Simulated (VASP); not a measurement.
# IrS (F-43m) in VASP: single point with PBE

Aim: the single point of IrS with PBE.

All numbers are computed with VASP 6.6.1; they aren't measurements. Logs are shortened: lines on timing, memory, paths and dates and some standing lists are left out, and cuts for length are marked.

### Step 1. The cell of the first run

It takes space group F-43m (No. 216, cubic). Conventional cell: a = 5.273 Å, b = 5.273 Å, c = 5.273 Å, α = 90.00°, β = 90.00°, γ = 90.00°. Ir (site symmetry -43m) has 4 S at 2.28 Å within 3.0 Å. Within 3.0 Å of S (site symmetry -43m) lie 4 Ir at 2.28 Å.

### Step 2. Single point, PBE, non-collinear spin, zero start, spin-orbit coupling

File POSCAR:

```
IrS
1.0
    0.0000000000      2.6364931245      2.6364931245
    2.6364931245      0.0000000000      2.6364931245
    2.6364931245      2.6364931245      0.0000000000
Ir S
1 1
Direct
    0.0000000000      0.0000000000      0.0000000000
    0.2500000000      0.2500000000      0.2500000000
```

File INCAR.step1:

```
SYSTEM = IrS
  ALGO = Normal
  EDIFF = 1E-7
  ENCUT = 520
  GGA = PE
  GGA_COMPAT = .FALSE.
  ISIF = 2
  ISMEAR = 0
  LASPH = .TRUE.
  LCHARG = .TRUE.
  LMAXMIX = 4
  LORBMOM = .TRUE.
  LREAL = .FALSE.
  LSORBIT = .TRUE.
  LWAVE = .FALSE.
  MAGMOM = 0 0 0 0 0 0
  NBANDS = 27
  NELM = 150
  PREC = Accurate
  SIGMA = 0.05
```

File KPOINTS.step1:

```
k-points
0
G
  10 10 10
  0 0 0
```

File INCAR.step2:

```
SYSTEM = IrS
  ALGO = Normal
  EDIFF = 1E-7
  ENCUT = 520
  GGA = PE
  GGA_COMPAT = .FALSE.
  ICHARG = 11
  ISIF = 2
  ISMEAR = -5
  LASPH = .TRUE.
  LCHARG = .FALSE.
  LMAXMIX = 4
  LORBIT = 10
  LORBMOM = .TRUE.
  LREAL = .FALSE.
  LSORBIT = .TRUE.
  LWAVE = .FALSE.
  MAGMOM = 0 0 0 0 0 0
  NEDOS = 1001
  NELM = 150
  PREC = Accurate
  SIGMA = 0.05
```

File KPOINTS.step2:

```
k-points
0
G
  15 15 15
  0 0 0
```

Potentials or basis: VASP PAW PBE potentials, release 64 (Ir, S).

Launch:

```bash
> cat potpaw_PBE.64/Ir/POTCAR potpaw_PBE.64/S/POTCAR > POTCAR
> cp INCAR.step1 INCAR
> cp KPOINTS.step1 KPOINTS
> mpirun -np 1 vasp_ncl > vasp.out
> cp INCAR.step2 INCAR
> cp KPOINTS.step2 KPOINTS
> mpirun -np 1 vasp_ncl > vasp.out
```

OUTCAR:

```text
SYSTEM = IrS
   EDIFF = 1E-7
   ENCUT = 520
   GGA = PE
   ICHARG = 11
   ISIF = 2
   ISMEAR = -5
   LASPH = .TRUE.
   LORBIT = 10
   LREAL = .FALSE.
   LSORBIT = .TRUE.
   NELM = 150
   PREC = Accurate

 ion  position               nearest neighbor table
   1  0.000  0.000  0.000-   2 2.28   2 2.28   2 2.28   2 2.28
   2  0.250  0.250  0.250-   1 2.28   1 2.28   1 2.28   1 2.28

  LATTYP: Found a face centered cubic cell.
 ALAT       =     5.2729862490

  Lattice vectors:

 A1 = (   0.0000000000,   2.6364931245,   2.6364931245)
 A2 = (   2.6364931245,   0.0000000000,   2.6364931245)
 A3 = (   2.6364931245,   2.6364931245,   0.0000000000)

Analysis of symmetry for initial positions (statically):
=====================================================================
 Subroutine PRICEL returns:
 Original cell was already a primitive cell.

 Routine SETGRP: Setting up the symmetry group for a
 face centered cubic supercell.

 Subroutine GETGRP returns: Found 24 space group operations
 (whereof 24 operations were pure point group operations)
 out of a pool of 48 trial point group operations.

The static configuration has the point symmetry T_d .

Analysis of symmetry for dynamics (positions and initial velocities):
=====================================================================
 Subroutine PRICEL returns:
 Original cell was already a primitive cell.

 Routine SETGRP: Setting up the symmetry group for a
 face centered cubic supercell.

 Subroutine GETGRP returns: Found 24 space group operations
 (whereof 24 operations were pure point group operations)
 out of a pool of 48 trial point group operations.

The dynamic configuration has the point symmetry T_d .

Analysis of structural, dynamic, and magnetic symmetry:
=====================================================================
 Subroutine PRICEL returns:
 Original cell was already a primitive cell.

 Routine SETGRP: Setting up the symmetry group for a
 face centered cubic supercell.

 Subroutine GETGRP returns: Found 24 space group operations
 (whereof 24 operations were pure point group operations)
 out of a pool of 48 trial point group operations.

The overall configuration has the point symmetry T_d .

 Subroutine INISYM returns: Found 24 space group operations
 (whereof 24 operations are pure point group operations),
 and found     1 'primitive' translations

----------------------------------------------------------------------------------------

                                     Primitive cell

  volume of cell :      36.6530

  direct lattice vectors                    reciprocal lattice vectors
     0.000000000  2.636493124  2.636493124    -0.189645858  0.189645858  0.189645858
     2.636493124  0.000000000  2.636493124     0.189645858 -0.189645858  0.189645858
     2.636493124  2.636493124  0.000000000     0.189645858  0.189645858 -0.189645858

  length of vectors
     3.728564334  3.728564334  3.728564334     0.328476261  0.328476261  0.328476261

  position of ions in fractional coordinates (direct lattice)
     0.000000000  0.000000000  0.000000000
     0.250000000  0.250000000  0.250000000

  ion indices of the primitive-cell ions
   primitive index   ion index
                 1           1
                 2           2

----------------------------------------------------------------------------------------

 KPOINTS: k-points

Automatic generation of k-mesh.
 Grid dimensions read from file:
 generate k-points for:   15   15   15

 Generating k-lattice:

  Cartesian coordinates                     Fractional coordinates (reciprocal lattice)
    -0.012643057  0.012643057  0.012643057     0.066666667  0.000000000  0.000000000
     0.012643057 -0.012643057  0.012643057     0.000000000  0.066666667  0.000000000
     0.012643057  0.012643057 -0.012643057     0.000000000  0.000000000  0.066666667

[... 91 lines left out ...]
  volume of cell :       36.65
 maximum number of plane-waves:      2004

 number of electron      15.0000002 magnetization       0.0000000     -0.0000000     -0.0000000

 Free energy of the ion-electron system (eV)
  ---------------------------------------------------
  ext. energy  EPLUGINS =         0.00000000
  ---------------------------------------------------
  free energy    TOTEN  =       -13.15192489 eV

  energy without entropy =      -13.15192489  energy(sigma->0) =      -13.15192489

 E-fermi :   6.9688     XC(G=0): -11.0219

 val. band max:        7.0197722104   @ k =   0.3333   0.2667   0.0667
 cond. band min:       6.9587377447   @ k =   0.4667   0.4000   0.0667
 fundamental gap:     -0.0610344658
 Fermi energy:         6.9687774061

 k-point     1 :       0.0000    0.0000    0.0000
  band No.  band energies     occupation
      1      -9.0781      1.00000
      2      -9.0781      1.00000
      3      -0.0116      1.00000
      4      -0.0116      1.00000
      5      -0.0116      1.00000
      6      -0.0116      1.00000
[... 589 lines left out ...]
     21      13.4421      0.00000
     22      13.5485      0.00000

 [... further k-points ...]

------------------------ aborting loop because EDIFF is reached ----------------------------------------

  FORCE on cell =-STRESS in cart. coord.  units (eV):
  Direction    XX          YY          ZZ          XY          YZ          ZX
  --------------------------------------------------------------------------------------
  -------------------------------------------------------------------------------------
  Total        0.2027178      0.2027178      0.2027178      0.0000000      0.0000000      0.0000000
  in kB        8.8611995      8.8611995      8.8611995      0.0000000      0.0000000      0.0000000
  external PRESSURE =       8.8611995 kB  Pullay stress =       0.0000000 kB

 VOLUME and BASIS-vectors are now :
 -----------------------------------------------------------------------------
  energy-cutoff  :      520.00
  volume of cell :       36.65
      direct lattice vectors                 reciprocal lattice vectors
     0.000000000  2.636493124  2.636493124    -0.189645858  0.189645858  0.189645858
     2.636493124  0.000000000  2.636493124     0.189645858 -0.189645858  0.189645858
     2.636493124  2.636493124  0.000000000     0.189645858  0.189645858 -0.189645858

 POSITION                                       TOTAL-FORCE (eV/Angst)
 -----------------------------------------------------------------------------------
      0.00000      0.00000      0.00000        -0.000000     -0.000000     -0.000000
      1.31825      1.31825      1.31825         0.000000      0.000000      0.000000
 -----------------------------------------------------------------------------------
    total drift:                               -0.000000     -0.000000     -0.000000

  FREE ENERGIE OF THE ION-ELECTRON SYSTEM (eV)
  ---------------------------------------------------
  free  energy   TOTEN  =       -13.1519248914 eV

  energy  without entropy=      -13.1519248914  energy(sigma->0) =      -13.15192489

 orbital moment (x)

 # of ion     p       d       tot
 ----------------------------------------
  1        -0.000  -0.000  -0.000
  2        -0.000   0.000  -0.000
 ----------------------------------------
           -0.000  -0.000  -0.000

 orbital moment (y)

 # of ion     p       d       tot
 ----------------------------------------
  1         0.000  -0.000  -0.000
  2        -0.000   0.000  -0.000
 ----------------------------------------
           -0.000  -0.000  -0.000

 orbital moment (z)

 # of ion     p       d       tot
 ----------------------------------------
  1         0.000   0.000   0.000
  2         0.000   0.000   0.000
 ----------------------------------------
            0.000   0.000   0.000

 Spin-Orbit-Coupling matrix elements

 Ion:    1  E_soc:     -0.7878586
 l=   1
     0.0000000    -0.0275360    -0.0275360
    -0.0275360     0.0000000    -0.0275360
    -0.0275360    -0.0275360     0.0000000
 l=   2
     0.0000000    -0.0208446     0.0000000    -0.0208446    -0.0829292
    -0.0208446     0.0000000    -0.0621969    -0.0208446    -0.0207323
     0.0000000    -0.0621969     0.0000000    -0.0621969     0.0000000
    -0.0208446    -0.0208446    -0.0621969     0.0000000    -0.0207323
    -0.0829292    -0.0207323     0.0000000    -0.0207323     0.0000000
 l=   3
     0.0000000     0.0000000     0.0000000     0.0000000     0.0000000     0.0000000     0.0000000
     0.0000000     0.0000000     0.0000000     0.0000000     0.0000000     0.0000000     0.0000000
     0.0000000     0.0000000     0.0000000     0.0000000     0.0000000     0.0000000     0.0000000
     0.0000000     0.0000000     0.0000000     0.0000000     0.0000000     0.0000000     0.0000000
     0.0000000     0.0000000     0.0000000     0.0000000     0.0000000     0.0000000     0.0000000
     0.0000000     0.0000000     0.0000000     0.0000000     0.0000000     0.0000000     0.0000000
     0.0000000     0.0000000     0.0000000     0.0000000     0.0000000     0.0000000     0.0000000

 Ion:    2  E_soc:     -0.0005603
 l=   1
     0.0000000    -0.0000934    -0.0000934
    -0.0000934     0.0000000    -0.0000934
    -0.0000934    -0.0000934     0.0000000
 l=   2
     0.0000000     0.0000000     0.0000000     0.0000000     0.0000000
     0.0000000     0.0000000     0.0000000     0.0000000     0.0000000
     0.0000000     0.0000000     0.0000000     0.0000000     0.0000000
     0.0000000     0.0000000     0.0000000     0.0000000     0.0000000
     0.0000000     0.0000000     0.0000000     0.0000000     0.0000000
 l=   3
     0.0000000     0.0000000     0.0000000     0.0000000     0.0000000     0.0000000     0.0000000
     0.0000000     0.0000000     0.0000000     0.0000000     0.0000000     0.0000000     0.0000000
     0.0000000     0.0000000     0.0000000     0.0000000     0.0000000     0.0000000     0.0000000
     0.0000000     0.0000000     0.0000000     0.0000000     0.0000000     0.0000000     0.0000000
     0.0000000     0.0000000     0.0000000     0.0000000     0.0000000     0.0000000     0.0000000
     0.0000000     0.0000000     0.0000000     0.0000000     0.0000000     0.0000000     0.0000000
     0.0000000     0.0000000     0.0000000     0.0000000     0.0000000     0.0000000     0.0000000

 total charge

# of ion       s       p       d       tot
------------------------------------------
    1        0.639   0.597   7.205   8.441
    2        1.315   2.289   0.000   3.604
--------------------------------------------------
tot          1.955   2.886   7.205  12.046

 magnetization (x)

# of ion       s       p       d       tot
------------------------------------------
    1        0.000   0.000   0.000   0.000
    2        0.000   0.000   0.000   0.000
--------------------------------------------------
tot          0.000   0.000   0.000   0.000

 magnetization (y)

# of ion       s       p       d       tot
------------------------------------------
    1       -0.000  -0.000  -0.000  -0.000
    2        0.000  -0.000   0.000  -0.000
--------------------------------------------------
tot         -0.000  -0.000  -0.000  -0.000

 magnetization (z)

# of ion       s       p       d       tot
------------------------------------------
    1        0.000   0.000   0.000   0.000
    2        0.000   0.000   0.000   0.000
--------------------------------------------------
tot          0.000   0.000   0.000   0.000
```

It took 3.1 min on 1 thread of Intel Xeon 6975P-C (Granite Rapids), shared host; peak memory 0.41 GiB.

Results:

```
Net moment                                            : 0.00 μB per cell
Valence electrons inside the program's atomic spheres : Ir 8.44; S 3.60
```

Moments on the atoms (μB; x, y, z):
```
Ir  0.00 0.00 0.00
S   0.00 0.00 0.00
```
